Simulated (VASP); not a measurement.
Set up this calculation in VASP 6.6.1, as the native input.

| Quantity | Value |
| --- | --- |
| Task | single point |
| Functional | PBEsol |
| Potentials or basis | VASP PAW PBE potentials, release 64 (Bi_d) |
| Cutoff | 520 eV |
| k mesh | 12 × 12 × 12 |
| Occupations | gaussian, width 0.05 eV |
| Spin | no spin polarisation |
| Dipole correction | no |
| k mesh for the DOS | 18 × 18 × 18 |
| Occupations for the DOS | tetrahedron |
| Further INCAR settings | ALGO = Normal; EDIFF = 1e-06 |

The system is Bi.

```
Bi
1.0
     2.26235    1.30617    3.89384
    -2.26235    1.30617    3.89384
     0.00000   -2.61234    3.89384
Bi
2
Direct
  0.23653 0.23653 0.23653
  0.76347 0.76347 0.76347
```

One way to write it, as run:

POSCAR

```
Bi
1.0
    2.2623537551      1.3061705495      3.8938444030
   -2.2623537551      1.3061705495      3.8938444030
    0.0000000000     -2.6123410990      3.8938444031
Bi
2
Direct
    0.2365279692      0.2365279692      0.2365279692
    0.7634720308      0.7634720308      0.7634720308
```

INCAR.step1

```
SYSTEM = Bi
ALGO     = Normal         ! electronic algorithm
EDIFF    = 1E-6           ! SCF threshold, eV
ENCUT    = 520            ! plane-wave cutoff, eV
GGA      = PS             ! functional
ISIF     = 2              ! what is computed and relaxed
ISMEAR   = 0              ! smearing method
LASPH    = .True.         ! aspherical terms in the spheres
LCHARG   = .True.         ! write CHGCAR
LREAL    = .False.        ! projectors in reciprocal space
LWAVE    = .False.        ! write WAVECAR
NBANDS   = 22             ! bands
NELM     = 100            ! most SCF steps
PREC     = Accurate       ! precision mode
SIGMA    = 0.05           ! smearing width, eV
```

KPOINTS.step1

```
k-points
0
Gamma
  12 12 12
  0 0 0
```

INCAR.step2

```
SYSTEM = Bi
ALGO     = Normal         ! electronic algorithm
EDIFF    = 1E-6           ! SCF threshold, eV
ENCUT    = 520            ! plane-wave cutoff, eV
GGA      = PS             ! functional
ICHARG   = 11             ! starting density
ISIF     = 2              ! what is computed and relaxed
ISMEAR   = -5             ! smearing method
LASPH    = .True.         ! aspherical terms in the spheres
LCHARG   = .False.        ! write CHGCAR
LORBIT   = 11             ! projections on sites
LREAL    = .False.        ! projectors in reciprocal space
LWAVE    = .False.        ! write WAVECAR
NEDOS    = 1001           ! points of the DOS
NELM     = 100            ! most SCF steps
PREC     = Accurate       ! precision mode
SIGMA    = 0.05           ! smearing width, eV
```

KPOINTS.step2

```
k-points
0
Gamma
  18 18 18
  0 0 0
```

Potentials or basis: VASP PAW PBE potentials, release 64 (Bi_d).

Command:

```sh
$ cat potpaw_PBE.64/Bi_d/POTCAR > POTCAR
$ cp INCAR.step1 INCAR
$ cp KPOINTS.step1 KPOINTS
$ mpirun -np 1 vasp_std > vasp.out
$ cp INCAR.step2 INCAR
$ cp KPOINTS.step2 KPOINTS
$ mpirun -np 1 vasp_std > vasp.out
```

It gave:

```yaml
Valence_electrons_inside_the_program's_atomic_spheres: Bi 12.79
```

It took 7.2 min on 1 thread of AMD EPYC 9R45 96-Core Processor (Zen 5), with other jobs on the host, peak memory 0.65 GiB.
